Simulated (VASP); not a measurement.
Here is a VASP 6.6.1 calculation.

The input INCAR:

```
SYSTEM = RbBaSi2
PREC = Accurate
ENCUT = 600
EDIFF = 1E-6
ISMEAR = 0
SIGMA = 0.1
LREAL = .False.
LASPH = .True.
NELM = 60
ALGO = Normal
ISIF = 3
LWAVE = .False.
LCHARG = .False.
GGA = PE
IBRION = 2
NSW = 90
EDIFFG = -0.04
```

KPOINTS

```
regular mesh
0
Gamma
  6 6 4
  0 0 0
```

The input POSCAR:

```
RbBaSi2
1.0
    4.5592064000      0.0000000000      0.0000000000
   -2.2796032000      3.9483885600      0.0000000000
    0.0000000000      0.0000000000      6.8069360500
Rb Ba Si
1 1 2
Direct
    0.0000000000      0.0000000000      0.0000000000
    0.0000000000      0.0000000000      0.5000000000
    0.3333333300      0.6666666700      0.5000000000
    0.6666666700      0.3333333300      0.5000000000
```

Potentials or basis: VASP PAW PBE potentials, release 64 (Rb_sv, Ba_sv, Si).

The run is started by

```bash
$ cat potpaw_PBE.64/Rb_sv/POTCAR potpaw_PBE.64/Ba_sv/POTCAR potpaw_PBE.64/Si/POTCAR > POTCAR
$ mpirun -np 1 vasp_std > vasp.out
```

Task: Predict the relaxed cell.

Result: a = 5.395 Å, b = 5.395 Å, c = 7.715 Å, α = 90.00°, β = 90.00°, γ = 120.00°.

Task: Predict the band gap on the k mesh.

Result: Zero (an odd number of electrons rules out a gap without spin polarisation).

Task: What does it give for the relaxed volume?

Result: 48.61 Å³/atom.

Task: What does it give for the space group after relaxing (to 0.1 Å)?

Result: P6/mmm (No. 191).

Final structure:
```
Rb Ba Si
1.0
     5.39481    0.00000    0.00000
    -2.69741    4.67204    0.00000
     0.00000    0.00000    7.71512
Rb Ba Si
1 1 2
Cartesian
  0.0000 0.0000 0.0000
  0.0000 0.0000 3.8576
  0.0000 3.1147 3.8576
  2.6974 1.5573 3.8576
```

Caveat: the volume moved by over 15 % at a fixed basis, so the end points are rough; spin-orbit coupling is left out, which moves the levels of the heavy elements; an odd number of electrons without spin polarisation forces a metal; a magnetic or distorted state may lie lower.
